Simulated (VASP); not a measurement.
# KF (Fm-3m) in VASP: notebook, part 2 of 2

VASP 6.6.1. Earlier steps stand in the parts before.

## Step 4: Single point, LDA

Contents of INCAR:

```
  ALGO = Normal
  EDIFF = 1E-6
  ENCUT = 520
  GGA = CA
  ISIF = 2
  ISMEAR = 0
  LASPH = T
  LCHARG = F
  LREAL = F
  LWAVE = F
  NBANDS = 15
  NELM = 100
  PREC = Accurate
  SIGMA = 0.1
```

Contents of KPOINTS:

```
k-points
0
Gamma
  9 9 9
```

Contents of POSCAR:

```
KF
1.0
    0.0000000000      2.6718500000      2.6718500000
    2.6718500000      0.0000000000      2.6718500000
    2.6718500000      2.6718500000      0.0000000000
K F
1 1
Direct
    0.0000000000      0.0000000000      0.0000000000
    0.5000000000      0.5000000000      0.5000000000
```

Potentials or basis: VASP PAW LDA potentials, release 64 (K_sv, F).

The run is started by

```sh
cat potpaw_LDA.64/K_sv/POTCAR potpaw_LDA.64/F/POTCAR > POTCAR
mpirun -np 1 vasp_std > vasp.out
```

OUTCAR:

```text
EDIFF = 1E-6
   ENCUT = 520
   GGA = CA
   ISIF = 2
   ISMEAR = 0
   LASPH = T
   LREAL = F
   NELM = 100
   PREC = Accurate

 ion  position               nearest neighbor table
   1  0.000  0.000  0.000-   2 2.67   2 2.67   2 2.67   2 2.67   2 2.67   2 2.67
   2  0.500  0.500  0.500-   1 2.67   1 2.67   1 2.67   1 2.67   1 2.67   1 2.67

  LATTYP: Found a face centered cubic cell.
 ALAT       =     5.3437000000

  Lattice vectors:

 A1 = (   0.0000000000,   2.6718500000,   2.6718500000)
 A2 = (   2.6718500000,   0.0000000000,   2.6718500000)
 A3 = (   2.6718500000,   2.6718500000,   0.0000000000)

Analysis of symmetry for initial positions (statically):
=====================================================================
 Subroutine PRICEL returns:
 Original cell was already a primitive cell.

 Routine SETGRP: Setting up the symmetry group for a
 face centered cubic supercell.

 Subroutine GETGRP returns: Found 48 space group operations
 (whereof 48 operations were pure point group operations)
 out of a pool of 48 trial point group operations.

The static configuration has the point symmetry O_h .

Analysis of symmetry for dynamics (positions and initial velocities):
=====================================================================
 Subroutine PRICEL returns:
 Original cell was already a primitive cell.

 Routine SETGRP: Setting up the symmetry group for a
 face centered cubic supercell.

 Subroutine GETGRP returns: Found 48 space group operations
 (whereof 48 operations were pure point group operations)
 out of a pool of 48 trial point group operations.

The dynamic configuration has the point symmetry O_h .

 Subroutine INISYM returns: Found 48 space group operations
 (whereof 48 operations are pure point group operations),
 and found     1 'primitive' translations

----------------------------------------------------------------------------------------

                                     Primitive cell

  volume of cell :      38.1475

[... 113 lines left out ...]
   GGA     = CA    functional components
   LHFCALC =     F    Hartree Fock is set to
   AEXX    =    0.0000 exact exchange contribution
   IVDW    =     0    specifies the selected vdW correction
   LEPSILON=     F    determine dielectric tensor
   LRPA    =     F    only Hartree local field effects (RPA)
 non-spin polarized calculation
 Gauss-broadening in eV      SIGMA  =   0.10
  energy-cutoff  :      520.00
  volume of cell :       38.15
 maximum number of plane-waves:      1037
   NGX = 13   NGY = 13   NGZ = 13

 number of electron      16.0000002 magnetization

 Free energy of the ion-electron system (eV)
  ---------------------------------------------------
  ext. energy  EPLUGINS =         0.00000000
  ---------------------------------------------------
  free energy    TOTEN  =        -9.03423188 eV

  energy without entropy =       -9.03423188  energy(sigma->0) =       -9.03423188

 E-fermi :  -2.6865     XC(G=0):  -9.1221

 val. band max:       -3.2322546638   @ k =   0.0000   0.0000   0.0000
 cond. band min:       2.5596804126   @ k =   0.0000   0.0000   0.0000
 fundamental gap:      5.7919350763
 Fermi energy:        -2.6864848519

 k-point     1 :       0.0000    0.0000    0.0000
  band No.  band energies     occupation
      1     -28.8634      2.00000
      2     -21.4483      2.00000
      3     -12.3357      2.00000
      4     -12.3357      2.00000
      5     -12.3357      2.00000
      6      -3.2323      2.00000
      7      -3.2323      2.00000
      8      -3.2323      2.00000
      9       2.5597      0.00000
     10       7.2823      0.00000
     11       7.2823      0.00000
     12       7.2823      0.00000
     13       9.0153      0.00000
     14       9.0153      0.00000
[... 401 lines left out ...]
      2     -21.4702      2.00000
      3     -12.9114      2.00000
      4     -12.5578      2.00000
      5     -12.5578      2.00000
      6      -3.4834      2.00000
      7      -3.2884      2.00000
      8      -3.2884      2.00000
      9       4.7198      0.00000
     10       6.6213      0.00000
     11       8.3176      0.00000
     12      10.3013      0.00000
     13      10.8344      0.00000
     14      10.8344      0.00000
     15      12.6894      0.00000

 [... further k-points ...]
[... 5 lines left out ...]
  --------------------------------------------------------------------------------------
  -------------------------------------------------------------------------------------
  Total       -0.8094828     -0.8094828     -0.8094828      0.0000000      0.0000000      0.0000000
  in kB      -33.9978906    -33.9978906    -33.9978906      0.0000000      0.0000000      0.0000000
  external PRESSURE =     -33.9978906 kB  Pullay stress =       0.0000000 kB

 VOLUME and BASIS-vectors are now :
 -----------------------------------------------------------------------------
  energy-cutoff  :      520.00
  volume of cell :       38.15
      direct lattice vectors                 reciprocal lattice vectors
     0.000000000  2.671850000  2.671850000    -0.187136254  0.187136254  0.187136254
     2.671850000  0.000000000  2.671850000     0.187136254 -0.187136254  0.187136254
     2.671850000  2.671850000  0.000000000     0.187136254  0.187136254 -0.187136254

 POSITION                                       TOTAL-FORCE (eV/Angst)
 -----------------------------------------------------------------------------------
      0.00000      0.00000      0.00000        -0.000000      0.000000      0.000000
      2.67185      2.67185      2.67185         0.000000     -0.000000     -0.000000
 -----------------------------------------------------------------------------------
    total drift:                                0.000000      0.000000      0.000000

  FREE ENERGIE OF THE ION-ELECTRON SYSTEM (eV)
  ---------------------------------------------------
  free  energy   TOTEN  =        -9.0342318825 eV

  energy  without entropy=       -9.0342318825  energy(sigma->0) =       -9.03423188
```

OSZICAR:

```text
N       E                     dE             d eps       ncg     rms          rms(c)
DAV:   1     0.116357710899E+03    0.11636E+03   -0.80984E+03  1065   0.103E+03
DAV:   2    -0.537504458811E+01   -0.12173E+03   -0.10771E+03  1367   0.293E+02
DAV:   3    -0.101042032777E+02   -0.47292E+01   -0.46989E+01  1368   0.517E+01
DAV:   4    -0.102372426197E+02   -0.13304E+00   -0.13301E+00  1405   0.866E+00
DAV:   5    -0.102394848332E+02   -0.22422E-02   -0.22422E-02  1393   0.887E-01    0.607E+00
DAV:   6    -0.911593980255E+01    0.11235E+01   -0.32012E+00  1120   0.145E+01    0.404E+00
DAV:   7    -0.906230383706E+01    0.53636E-01   -0.81726E-02  1302   0.221E+00    0.240E+00
DAV:   8    -0.903409696790E+01    0.28207E-01   -0.49233E-02  1288   0.215E+00    0.212E-01
DAV:   9    -0.903407612156E+01    0.20846E-04   -0.29092E-03  1197   0.472E-01    0.980E-02
DAV:  10    -0.903422835015E+01   -0.15223E-03   -0.26766E-04  1331   0.170E-01    0.508E-02
DAV:  11    -0.903423334959E+01   -0.49994E-05   -0.46113E-05  1416   0.763E-02    0.138E-02
DAV:  12    -0.903423175534E+01    0.15943E-05   -0.57106E-06  1328   0.272E-02    0.240E-03
DAV:  13    -0.903423188254E+01   -0.12720E-06   -0.35216E-07   875   0.543E-03
   1 F= -.90342319E+01 E0= -.90342319E+01  d E =-.506903E-16
```

stdout:

```text
POSCAR found type information on POSCAR K F
 POSCAR found :  2 types and       2 ions
 scaLAPACK will be used
 LDA part: xc-table for (Slater(with rela. corr.)+CA(PZ))
 , standard interpolation
 POSCAR, INCAR and KPOINTS ok, starting setup
 FFT: planning ... GRIDC
 FFT: planning ... GRID_SOFT
 FFT: planning ... GRID
 WAVECAR not read
 entering main loop
```

Run time: 18 s. Hardware: 1 thread of Intel Xeon Platinum 8259CL at 2.50GHz (Skylake/Cascade Lake), shared host; peak memory 0.14 GiB.

What came out:

| Property | Result |
| --- | --- |
| Free energy | -9.0342 eV |
| Pressure | -3.4 GPa |
| Band gap on the k mesh | 5.79 eV |

Levels at points of the mesh, in eV from the valence-band top:
| k point | band 4 | band 5 | band 6 | band 7 | band 8 | band 9 | band 10 | band 11 | band 12 | band 13 |
| --- | --- | --- | --- | --- | --- | --- | --- | --- | --- | --- |
| (0.00, 0.00, 0.00) | -9.10 | -9.10 | 0.00 | 0.00 | 0.00 | 5.79 | 10.51 | 10.51 | 10.51 | 12.25 |

Caveat: the cell stands under tension; an odd mesh through Γ misses points on the zone boundary, where band edges can lie.

## Step 5: Single point, LDA

Contents of INCAR:

```
SYSTEM = KF
ALGO = Normal ; EDIFF = 1E-6
ENCUT = 520 ; GGA = CA
ISIF = 2 ; ISMEAR = 0
LASPH = .True. ; LCHARG = .True.
LELF = .True. ; LREAL = .False.
LVHAR = .True. ; LWAVE = .False.
NBANDS = 15 ; NELM = 60
PREC = Accurate ; SIGMA = 0.05
```

Contents of KPOINTS:

```
k-points
0
Gamma
  9 9 9
  0 0 0
```

POSCAR is that of step 4.

Potentials or basis: VASP PAW LDA potentials, release 64 (K_sv, F).

The run is started by

```sh
cat potpaw_LDA.64/K_sv/POTCAR potpaw_LDA.64/F/POTCAR > POTCAR
mpirun -np 1 vasp_std > vasp.out
```

OUTCAR:

```text
SYSTEM = KF
   EDIFF = 1E-6
   ENCUT = 520
   GGA = CA
   ISIF = 2
   ISMEAR = 0
   LASPH = .True.
   LREAL = .False.
   NELM = 60
   PREC = Accurate

 ion  position               nearest neighbor table
   1  0.000  0.000  0.000-   2 2.67   2 2.67   2 2.67   2 2.67   2 2.67   2 2.67
   2  0.500  0.500  0.500-   1 2.67   1 2.67   1 2.67   1 2.67   1 2.67   1 2.67

  LATTYP: Found a face centered cubic cell.
 ALAT       =     5.3437000000

  Lattice vectors:

 A1 = (   0.0000000000,   2.6718500000,   2.6718500000)
 A2 = (   2.6718500000,   0.0000000000,   2.6718500000)
[... 609 lines left out ...]
     11       8.3176      0.00000
     12      10.3013      0.00000
     13      10.8344      0.00000
     14      10.8344      0.00000
     15      12.6894      0.00000

 [... further k-points ...]
[... 5 lines left out ...]
  --------------------------------------------------------------------------------------
  -------------------------------------------------------------------------------------
  Total       -0.8094828     -0.8094828     -0.8094828     -0.0000000      0.0000000     -0.0000000
  in kB      -33.9978905    -33.9978905    -33.9978905     -0.0000000      0.0000000     -0.0000000
  external PRESSURE =     -33.9978905 kB  Pullay stress =       0.0000000 kB

 VOLUME and BASIS-vectors are now :
 -----------------------------------------------------------------------------
  energy-cutoff  :      520.00
  volume of cell :       38.15
      direct lattice vectors                 reciprocal lattice vectors
     0.000000000  2.671850000  2.671850000    -0.187136254  0.187136254  0.187136254
     2.671850000  0.000000000  2.671850000     0.187136254 -0.187136254  0.187136254
     2.671850000  2.671850000  0.000000000     0.187136254  0.187136254 -0.187136254

 POSITION                                       TOTAL-FORCE (eV/Angst)
 -----------------------------------------------------------------------------------
      0.00000      0.00000      0.00000        -0.000000      0.000000      0.000000
      2.67185      2.67185      2.67185         0.000000     -0.000000     -0.000000
 -----------------------------------------------------------------------------------
    total drift:                                0.000000      0.000000      0.000000

  FREE ENERGIE OF THE ION-ELECTRON SYSTEM (eV)
  ---------------------------------------------------
  free  energy   TOTEN  =        -9.0342318825 eV

  energy  without entropy=       -9.0342318825  energy(sigma->0) =       -9.03423188
```

Run time: 19 s. Hardware: 1 thread of Intel Xeon Platinum 8259CL at 2.50GHz (Skylake/Cascade Lake), shared host; peak memory 0.15 GiB.

Results:

```yaml
Free_energy: -9.0342 eV
Pressure: -3.4 GPa
Band_gap_on_the_k_mesh: 5.79 eV
```

Caveat: the cell stands under tension; an odd mesh through Γ misses points on the zone boundary, where band edges can lie.

## Step 6: Summary

| level | potentials or basis | cutoff (eV) | smearing | gap on the mesh (eV) | pressure (GPa) |
| --- | --- | --- | --- | --- | --- |
| LDA | VASP PAW LDA potentials, release 64 (K_sv, F) | 600 | gaussian 0.025 eV | 5.79 | -3.4 |
| revPBE+D4 | VASP PAW PBE potentials, release 64 (K_sv, F) | 600 | gaussian 0.01 eV | 6.47 | 2.5 |
| LDA | VASP PAW LDA potentials, release 64 (K_sv, F) | 520 | gaussian 0.1 eV | 5.79 | -3.4 |
| LDA | VASP PAW LDA potentials, release 64 (K_sv, F) | 520 | gaussian 0.05 eV | 5.79 | -3.4 |

Alike in all rows: task single point; no spin polarisation; cell as given; k mesh 9 × 9 × 9.

Caveats: an odd mesh through Γ misses points on the zone boundary, where band edges can lie; the cell stands under tension (at least some runs); the PAW data sets were made with another functional, which shifts forces and pressure a little (at least some runs).

Absolute energies hang on the potentials; compare differences alone.
